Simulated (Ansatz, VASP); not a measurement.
**KMgF3: VASP beside Ansatz**

Contents of INCAR:

```
PREC = Accurate
ENCUT = 520
EDIFF = 1E-7
ISMEAR = 0
SIGMA = 0.05
LREAL = False
LASPH = True
NELM = 80
ALGO = Normal
ISIF = 2
LWAVE = False
LCHARG = True
GGA = PE
LELF = True
LVHAR = True
NBANDS = 24
```

Contents of KPOINTS:

```
regular mesh
0
Gamma
  6 6 6
```

POSCAR

```
KMgF3
1.0
    3.6670280000      0.0000000000      0.0000000000
    0.0000000000      3.6670280000      0.0000000000
    0.0000000000      0.0000000000      4.3047720000
K Mg F
1 1 3
Direct
    0.5000000000      0.5000000000      0.5000000000
    0.0000000000      0.0000000000      0.0000000000
    0.5000000000      0.0000000000      0.0000000000
    0.0000000000      0.5000000000      0.0000000000
    0.0000000000      0.0000000000      0.5000000000
```

Input for Ansatz:

```yaml
crystal:
  lattice:
    - [3.667028, 0.0, 0.0]
    - [0.0, 3.667028, 0.0]
    - [0.0, 0.0, 4.304772]
  atoms:
    - { symbol: K, position: [0.5, 0.5, 0.5] }
    - { symbol: Mg, position: [0.0, 0.0, 0.0] }
    - { symbol: F, position: [0.5, 0.0, 0.0] }
    - { symbol: F, position: [0.0, 0.5, 0.0] }
    - { symbol: F, position: [0.0, 0.0, 0.5] }
basis:
  ecutwfc: 420
kpoints:
  mp_grid: { grid: [6, 6, 6] }
hamiltonian:
  xc: pbe
scf:
  occupations: { method: gaussian, width: 0.05 }
output:
  forces: true
  stress: true
  eigenvalues: true
```

Change from the starting cell: strain -0.080 along x and y, +0.080 along z, atoms carried along.

Alike in both runs: task single point; functional PBE; k mesh 6 × 6 × 6; occupations gaussian, width 0.05 eV; no spin polarisation.

|  | VASP | Ansatz |
| --- | --- | --- |
| version | VASP 6.6.1 | Ansatz 0.2.0 |
| potentials or method | VASP PAW PBE potentials, release 64 (K_sv, Mg, F), cutoff 520 eV | scalar-relativistic, plane waves, PAW |
| valence electrons in the cell | 32 | 40 |

Ansatz gave:

| Quantity | Value |
| --- | --- |
| gap on the k mesh at the Fermi level (eV) | 7.80 |
| least direct gap on the mesh (eV) | 8.22 |
| pressure (GPa) | 16.6 |
| traceless stress, the component that is largest in VASP (GPa) | -14.59 |

Task: What did VASP give for the same quantities?

Result: gap on the k mesh at the Fermi level (eV): 7.77; least direct gap on the mesh (eV): 8.19; pressure (GPa): 16.4; traceless stress, the component that is largest in VASP (GPa): -14.75.

With one functional, cell and mesh, what is left measures potentials, basis and numerics. VASP's potentials hold 32 valence electrons a cell and Ansatz's 40, so a difference there can come from the potentials and not from the codes.
